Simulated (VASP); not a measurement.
# Os (P6/mmm) in VASP: further runs

The runs below take Os through single point, relaxation of cell and atoms, with PBE.

Everything below comes from runs of VASP 6.6.1. Logs are shortened: lines on timing, memory, paths and dates and some standing lists are left out, and cuts for length are marked.

## Step 1: The cell of the first run

The structure is hexagonal, space group P6/mmm (No. 191). Conventional cell: a = 4.324 Å, b = 4.324 Å, c = 2.726 Å, α = 90.00°, β = 90.00°, γ = 120.00°. Os (site symmetry 6/mmm) has 14 Os at 2.73 to 2.84 Å within 3.6 Å. Os (site symmetry -6m2) has 11 Os at 2.50 to 2.84 Å within 3.3 Å.

This isn't the form of Os at room conditions, which is hcp.

## Step 2: Single point, PBE

INCAR

```
SYSTEM = Os
PREC = Accurate ; ENCUT = 560
EDIFF = 1E-6 ; ISMEAR = 0
SIGMA = 0.1 ; LREAL = .False.
LASPH = .True. ; NELM = 120
ALGO = Normal ; ISIF = 2
LWAVE = .False. ; LCHARG = .False.
GGA = PE ; NBANDS = 31
GGA_COMPAT = .False.
```

KPOINTS

```
regular mesh
0
Gamma
  6 6 6
  0 0 0
```

POSCAR

```
Os
1.0
    4.3235123560      0.0000000000      0.0000000000
   -2.1617561780      3.7442715339      0.0000000000
    0.0000000000      0.0000000000      2.7261417657
Os
3
Direct
    0.0000000000      0.0000000000      0.0000000000
    0.3333333333      0.6666666667      0.5000000000
    0.6666666667      0.3333333333      0.5000000000
```

Potentials or basis: VASP PAW PBE potentials, release 64 (Os_sv_GW).

Run with:

```bash
$ cat potpaw_PBE.64/Os_sv_GW/POTCAR > POTCAR
$ mpirun -np 1 vasp_std > vasp.out
```

OUTCAR:

```text
SYSTEM = Os
   PREC = Accurate
   ENCUT = 560
   EDIFF = 1E-6
   ISMEAR = 0
   LREAL = .False.
   LASPH = .True.
   NELM = 120
   ISIF = 2
   GGA = PE

 ion  position               nearest neighbor table
   1  0.000  0.000  0.000-   2 2.84   3 2.84   2 2.84   3 2.84   3 2.84   3 2.84   2 2.84   2 2.84
                             3 2.84   3 2.84   2 2.84   2 2.84
   2  0.333  0.667  0.500-   3 2.50   3 2.50   3 2.50   1 2.84   1 2.84   1 2.84   1 2.84   1 2.84
                             1 2.84
   3  0.667  0.333  0.500-   2 2.50   2 2.50   2 2.50   1 2.84   1 2.84   1 2.84   1 2.84   1 2.84
                             1 2.84

  LATTYP: Found a hexagonal cell.
 ALAT       =     4.3235123560
 C/A-ratio  =     0.6305386781

  Lattice vectors:

 A1 = (   4.3235123560,   0.0000000000,   0.0000000000)
 A2 = (  -2.1617561780,   3.7442715339,   0.0000000000)
 A3 = (   0.0000000000,   0.0000000000,   2.7261417657)

Analysis of symmetry for initial positions (statically):
=====================================================================
 Subroutine PRICEL returns:
 Original cell was already a primitive cell.

 Routine SETGRP: Setting up the symmetry group for a
 hexagonal supercell.

 Subroutine GETGRP returns: Found 24 space group operations
 (whereof 24 operations were pure point group operations)
 out of a pool of 24 trial point group operations.

The static configuration has the point symmetry D_6h.

Analysis of symmetry for dynamics (positions and initial velocities):
=====================================================================
 Subroutine PRICEL returns:
 Original cell was already a primitive cell.

 Routine SETGRP: Setting up the symmetry group for a
 hexagonal supercell.

 Subroutine GETGRP returns: Found 24 space group operations
 (whereof 24 operations were pure point group operations)
 out of a pool of 24 trial point group operations.

The dynamic configuration has the point symmetry D_6h.

 Subroutine INISYM returns: Found 24 space group operations
 (whereof 24 operations are pure point group operations),
 and found     1 'primitive' translations

----------------------------------------------------------------------------------------

                                     Primitive cell

  volume of cell :      44.1319

  direct lattice vectors                    reciprocal lattice vectors
     4.323512356  0.000000000  0.000000000     0.231293429  0.133537324  0.000000000
    -2.161756178  3.744271534  0.000000000     0.000000000  0.267074647  0.000000000
     0.000000000  0.000000000  2.726141766     0.000000000  0.000000000  0.366818781

  length of vectors
     4.323512356  4.323512356  2.726141766     0.267074647  0.267074647  0.366818781

  position of ions in fractional coordinates (direct lattice)
     0.000000000  0.000000000  0.000000000
     0.333333333  0.666666667  0.500000000
     0.666666667  0.333333333  0.500000000

  ion indices of the primitive-cell ions
   primitive index   ion index
                 1           1
                 2           2
                 3           3

----------------------------------------------------------------------------------------

 KPOINTS: regular mesh

Automatic generation of k-mesh.
 Grid dimensions read from file:
 generate k-points for:    6    6    6

 Generating k-lattice:

  Cartesian coordinates                     Fractional coordinates (reciprocal lattice)
     0.038548905  0.022256221  0.000000000     0.166666667  0.000000000  0.000000000
     0.000000000  0.044512441  0.000000000     0.000000000  0.166666667  0.000000000
     0.000000000  0.000000000  0.061136464     0.000000000  0.000000000  0.166666667

  Length of vectors
     0.044512441  0.044512441  0.061136464

  Shift w.r.t. Gamma in fractional coordinates (k-lattice)
     0.000000000  0.000000000  0.000000000

 Subroutine IBZKPT returns following result:
 ===========================================

 Found     28 irreducible k-points:

 Following reciprocal coordinates:
            Coordinates               Weight
  0.000000  0.000000  0.000000      1.000000
  0.166667  0.000000  0.000000      6.000000
  0.333333  0.000000  0.000000      6.000000
  0.500000  0.000000  0.000000      3.000000
  0.166667  0.166667  0.000000      6.000000
  0.333333  0.166667  0.000000     12.000000
[... 16 lines left out ...]
  0.166667  0.000000  0.500000      6.000000
  0.333333  0.000000  0.500000      6.000000
 [... further k-points ...]
   k-points           NKPTS =     28   k-points in BZ     NKDIM =     28   number of bands    NBANDS=     31
   number of dos      NEDOS =    301   number of ions     NIONS =      3
   total plane-waves  NPLWV =  31104
   dimension x,y,z NGX =    36 NGY =   36 NGZ =   24
   dimension x,y,z NGXF=    72 NGYF=   72 NGZF=   48
   ions per type =               3
   NGX,Y,Z   is equivalent  to a cutoff of  13.84, 13.84, 14.64 a.u.
   NGXF,Y,Z  is equivalent  to a cutoff of  27.69, 27.69, 29.27 a.u.
 SYSTEM =  Os
   PREC   = accura    normal or accurate (medium, high low for compatibility)
   ISTART =      0    job   : 0-new  1-cont  2-samecut
   ICHARG =      2    charge: 1-file 2-atom 10-const
   ISPIN  =      1    spin polarized calculation?
   LNONCOLLINEAR =      F non collinear calculations
   LSORBIT =      F    spin-orbit coupling
   LASPH  =      T    aspherical Exc in radial PAW
   ENCUT  =  560.0 eV  41.16 Ry    6.42 a.u.   8.34  8.34  5.26*2*pi/ulx,y,z
   NELM   =    120;   NELMIN=  2; NELMDL= -5     # of ELM steps
   EDIFF  = 0.1E-05   stopping-criterion for ELM
   LREAL  =      F    real-space projection
   EDIFFG = 0.1E-04   stopping-criterion for IOM
   NSW    =      0    number of steps for IOM
   IBRION =     -1    ionic relax: 0-MD 1-quasi-New 2-CG
   NFREE  =      0    steps in history (QN), initial steepest desc. (CG)
   ISIF   =      2    stress and relaxation
   ISYM   =      2    0-nonsym 1-usesym 2-fastsym
   POTIM  = 0.5000    time-step for ionic-motion
   TEBEG  =    0.0;   TEEND  =   0.0 temperature during run
   PSTRESS=    0.0 pullay stress
   NELECT =      48.0000    total number of electrons
   NUPDOWN=      -1.0000    fix difference up-down
   EMIN   =  10.00;   EMAX   =-10.00  energy-range for DOS
   EFERMI =   0.00;   METHOD = LEGACY
   ISMEAR =     0;   SIGMA  =   0.10  broadening in eV -4-tet -1-fermi 0-gaus
   EFERMI_NEDOS =   21; number of points for ismear=-14 and -15
   IALGO  =     38    algorithm
   IMIX   =      4    mixing-type and parameters
     AMIX     =   0.40;   BMIX     =  1.00
     AMIX_MAG =   1.60;   BMIX_MAG =  1.00
  volume/ion in A,a.u.               =      14.71        99.27
  Fermi-wavevector in a.u.,A,eV,Ry     =   1.683595  3.181534 38.565629  2.834494
  Thomas-Fermi vector in A             =   2.766768
   LORBIT       =      0    0 simple, 1 ext, 2 COOP (PROOUT), +10 PAW based schemes
   GGA     = PE    functional components
   LHFCALC =     F    Hartree Fock is set to
   AEXX    =    0.0000 exact exchange contribution
   IVDW    =     0    specifies the selected vdW correction
   LEPSILON=     F    determine dielectric tensor
   LRPA    =     F    only Hartree local field effects (RPA)
 non-spin polarized calculation
 Gauss-broadening in eV      SIGMA  =   0.10
  energy-cutoff  :      560.00
  volume of cell :       44.13
 maximum number of plane-waves:      1355
 NGX is ok and might be reduce to    36

 number of electron      48.0000001 magnetization

 Free energy of the ion-electron system (eV)
  ---------------------------------------------------
  ext. energy  EPLUGINS =         0.00000000
  ---------------------------------------------------
  free energy    TOTEN  =       -35.93166617 eV

  energy without entropy =      -35.91002950  energy(sigma->0) =      -35.92084783

 E-fermi :  13.0579     XC(G=0): -14.2742

 val. band max:       13.0306463454   @ k =   0.3333   0.0000   0.3333
 cond. band min:      13.0714997510   @ k =   0.1667   0.0000   0.1667
 fundamental gap:      0.0408534056
 Fermi energy:        13.0579468682

 k-point     1 :       0.0000    0.0000    0.0000
  band No.  band energies     occupation
      1     -73.7427      2.00000
      2     -73.6712      2.00000
      3     -73.5685      2.00000
      4     -33.4633      2.00000
      5     -33.4633      2.00000
      6     -33.1758      2.00000
[... 23 lines left out ...]
     30      21.4515      0.00000
     31      22.5008      0.00000

 k-point     2 :       0.1667    0.0000    0.0000
  band No.  band energies     occupation
      1     -73.7343      2.00000
      2     -73.6711      2.00000
      3     -73.5765      2.00000
      4     -33.5296      2.00000
      5     -33.4722      2.00000
      6     -33.0989      2.00000
[... 23 lines left out ...]
     30      19.7293      0.00000
     31      20.7897      0.00000

 k-point     3 :       0.3333    0.0000    0.0000
  band No.  band energies     occupation
      1     -73.7168      2.00000
      2     -73.6678      2.00000
      3     -73.5975      2.00000
      4     -33.6180      2.00000
      5     -33.4033      2.00000
      6     -32.9948      2.00000
[... 23 lines left out ...]
     30      17.1476      0.00000
     31      21.5316      0.00000

 k-point     4 :       0.5000    0.0000    0.0000
  band No.  band energies     occupation
      1     -73.7077      2.00000
      2     -73.6614      2.00000
      3     -73.6133      2.00000
      4     -33.6532      2.00000
      5     -33.2672      2.00000
      6     -33.1308      2.00000
[... 635 lines left out ...]
     30      21.1164      0.00000
     31      22.0722      0.00000

 k-point    23 :       0.1667    0.0000    0.5000
  band No.  band energies     occupation
      1     -73.6767      2.00000
      2     -73.6693      2.00000
      3     -73.5475      2.00000
      4     -33.4179      2.00000
      5     -33.3877      2.00000
      6     -33.3718      2.00000
[... 23 lines left out ...]
     30      21.0166      0.00000
     31      21.6706      0.00000

 k-point    24 :       0.3333    0.0000    0.5000
  band No.  band energies     occupation
      1     -73.6765      2.00000
      2     -73.6481      2.00000
      3     -73.5686      2.00000
      4     -33.4499      2.00000
      5     -33.4436      2.00000
      6     -33.3949      2.00000
[... 23 lines left out ...]
     30      20.4124      0.00000
     31      20.7803      0.00000

 [... further k-points ...]

------------------------ aborting loop because EDIFF is reached ----------------------------------------

  FORCE on cell =-STRESS in cart. coord.  units (eV):
  Direction    XX          YY          ZZ          XY          YZ          ZX
  --------------------------------------------------------------------------------------
  -------------------------------------------------------------------------------------
  Total       -0.3547820     -0.3547820     -0.3605643      0.0000000      0.0000000     -0.0000000
  in kB      -12.8801134    -12.8801134    -13.0900364      0.0000000      0.0000000     -0.0000000
  external PRESSURE =     -12.9500877 kB  Pullay stress =       0.0000000 kB

 VOLUME and BASIS-vectors are now :
 -----------------------------------------------------------------------------
  energy-cutoff  :      560.00
  volume of cell :       44.13
      direct lattice vectors                 reciprocal lattice vectors
     4.323512356  0.000000000  0.000000000     0.231293429  0.133537324  0.000000000
    -2.161756178  3.744271534  0.000000000     0.000000000  0.267074647  0.000000000
     0.000000000  0.000000000  2.726141766     0.000000000  0.000000000  0.366818781

 POSITION                                       TOTAL-FORCE (eV/Angst)
 -----------------------------------------------------------------------------------
      0.00000      0.00000      0.00000        -0.000000      0.000000     -0.000000
     -0.00000      2.49618      1.36307        -0.000000      0.000000      0.000000
      2.16176      1.24809      1.36307         0.000000     -0.000000     -0.000000
 -----------------------------------------------------------------------------------
    total drift:                                0.000000     -0.000000     -0.000000

  FREE ENERGIE OF THE ION-ELECTRON SYSTEM (eV)
  ---------------------------------------------------
  free  energy   TOTEN  =       -35.9316661694 eV

  energy  without entropy=      -35.9100295003  energy(sigma->0) =      -35.92084783
```

It took 49 s on 1 thread of AMD EPYC 7R13 (Zen 3), shared host; peak memory 0.17 GiB.

Results:

- Free energy: -35.9317 eV
- Pressure: -1.3 GPa
- Band gap on the k mesh: zero (bands 24 and 25 overlap by 2.80 eV)

Caveat: the k points lie up to 0.38 Å⁻¹ apart, too coarse for converged energies and pressures of a metal; spin-orbit coupling is left out, which moves the levels of the heavy elements.

## Step 3: Single point, PBE

This run uses another cell than the first one: it holds 1 atom, not 3.

INCAR

```
PREC = Accurate
ENCUT = 520
EDIFF = 1E-7
ISMEAR = 0
SIGMA = 0.1
LREAL = False
LASPH = True
NELM = 60
ALGO = Fast
ISIF = 2
LWAVE = False
LCHARG = False
GGA = PE
NBANDS = 10
```

KPOINTS

```
regular mesh
0
Gamma
  9 9 8
```

POSCAR

```
Os
1.0
    2.6082868248      0.0000000000      0.0000000000
   -1.3041434124      2.2588426506      0.0000000000
    0.0000000000      0.0000000000      2.4371180019
Os
1
Direct
    0.0000000000      0.0000000000      0.0000000000
```

Potentials or basis: VASP PAW PBE potentials, release 64 (Os).

Run with:

```bash
$ cat potpaw_PBE.64/Os/POTCAR > POTCAR
$ mpirun -np 1 vasp_std > vasp.out
```

OUTCAR:

```text
PREC = Accurate
   ENCUT = 520
   EDIFF = 1E-7
   ISMEAR = 0
   LREAL = False
   LASPH = True
   NELM = 60
   ISIF = 2
   GGA = PE

 ion  position               nearest neighbor table
   1  0.000  0.000  0.000-

  LATTYP: Found a hexagonal cell.
 ALAT       =     2.6082868248
 C/A-ratio  =     0.9343750000

  Lattice vectors:

 A1 = (   2.6082868248,   0.0000000000,   0.0000000000)
 A2 = (  -1.3041434124,   2.2588426506,   0.0000000000)
[... 493 lines left out ...]
     10      32.0568      0.00000

 [... further k-points ...]

------------------------ aborting loop because EDIFF is reached ----------------------------------------

  FORCE on cell =-STRESS in cart. coord.  units (eV):
  Direction    XX          YY          ZZ          XY          YZ          ZX
  --------------------------------------------------------------------------------------
  -------------------------------------------------------------------------------------
  Total        3.3431886      3.3431886      3.0229299      0.0000000      0.0000000     -0.0000000
  in kB      373.0384287    373.0384287    337.3034441      0.0000000      0.0000000     -0.0000000
  external PRESSURE =     361.1267672 kB  Pullay stress =       0.0000000 kB

 VOLUME and BASIS-vectors are now :
 -----------------------------------------------------------------------------
  energy-cutoff  :      520.00
  volume of cell :       14.36
      direct lattice vectors                 reciprocal lattice vectors
     2.608286825  0.000000000  0.000000000     0.383393418  0.221352293  0.000000000
    -1.304143412  2.258842651  0.000000000     0.000000000  0.442704586  0.000000000
     0.000000000  0.000000000  2.437118002     0.000000000  0.000000000  0.410320715

 POSITION                                       TOTAL-FORCE (eV/Angst)
 -----------------------------------------------------------------------------------
      0.00000      0.00000      0.00000         0.000000      0.000000      0.000000
 -----------------------------------------------------------------------------------
    total drift:                               -0.000000      0.000000      0.000000

  FREE ENERGIE OF THE ION-ELECTRON SYSTEM (eV)
  ---------------------------------------------------
  free  energy   TOTEN  =       -10.0028641508 eV

  energy  without entropy=       -9.9964905108  energy(sigma->0) =       -9.99967733
```

OSZICAR:

```text
N       E                     dE             d eps       ncg     rms          rms(c)
DAV:   1     0.394208333906E+02    0.39421E+02   -0.42517E+03  1208   0.751E+02
DAV:   2    -0.929653134253E+01   -0.48717E+02   -0.45871E+02  1234   0.205E+02
DAV:   3    -0.104625542757E+02   -0.11660E+01   -0.11549E+01  1426   0.292E+01
DAV:   4    -0.104657682540E+02   -0.32140E-02   -0.32129E-02  1370   0.179E+00
DAV:   5    -0.104657795597E+02   -0.11306E-04   -0.11306E-04  1314   0.906E-02    0.162E+01
RMM:   6    -0.101128849285E+02    0.35289E+00   -0.15104E-01  1204   0.292E+00    0.790E+00
RMM:   7    -0.100060591372E+02    0.10683E+00   -0.15484E-01  1221   0.273E+00    0.956E-01
RMM:   8    -0.100036032668E+02    0.24559E-02   -0.54711E-03  1300   0.915E-01    0.653E-01
RMM:   9    -0.100030403657E+02    0.56290E-03   -0.12263E-03  1328   0.322E-01    0.227E-01
RMM:  10    -0.100028639436E+02    0.17642E-03   -0.11195E-04  1395   0.149E-01    0.224E-02
RMM:  11    -0.100028636500E+02    0.29366E-06   -0.15578E-05  1410   0.335E-02    0.279E-02
RMM:  12    -0.100028645667E+02   -0.91674E-06   -0.24883E-06  1417   0.173E-02    0.744E-03
RMM:  13    -0.100028642494E+02    0.31737E-06   -0.53134E-07  1325   0.706E-03    0.511E-03
RMM:  14    -0.100028641508E+02    0.98573E-07   -0.13761E-07  1008   0.287E-03
   1 F= -.10002864E+02 E0= -.99996773E+01  d E =-.637364E-02
```

stdout:

```text
POSCAR found type information on POSCAR Os
 POSCAR found :  1 types and       1 ions
 scaLAPACK will be used
 LDA part: xc-table for (Slater+PW92), standard interpolation
 POSCAR, INCAR and KPOINTS ok, starting setup
 FFT: planning ... GRIDC
 FFT: planning ... GRID_SOFT
 FFT: planning ... GRID
 WAVECAR not read
 entering main loop
```

It took 6 s on 1 thread of Intel Xeon Platinum 8488C (Sapphire Rapids), shared host; peak memory 0.12 GiB.

What came out:

| Item | Value |
| --- | --- |
| Free energy | -10.0029 eV |
| Pressure | 36.1 GPa |
| Band gap on the k mesh | zero (bands 4 and 5 overlap by 5.07 eV) |

Caveat: the cell stands under pressure; spin-orbit coupling is left out, which moves the levels of the heavy elements.

[end of part 1 of 2]

The gap in the log of VASP goes by the Fermi energy; the results here count the filled bands.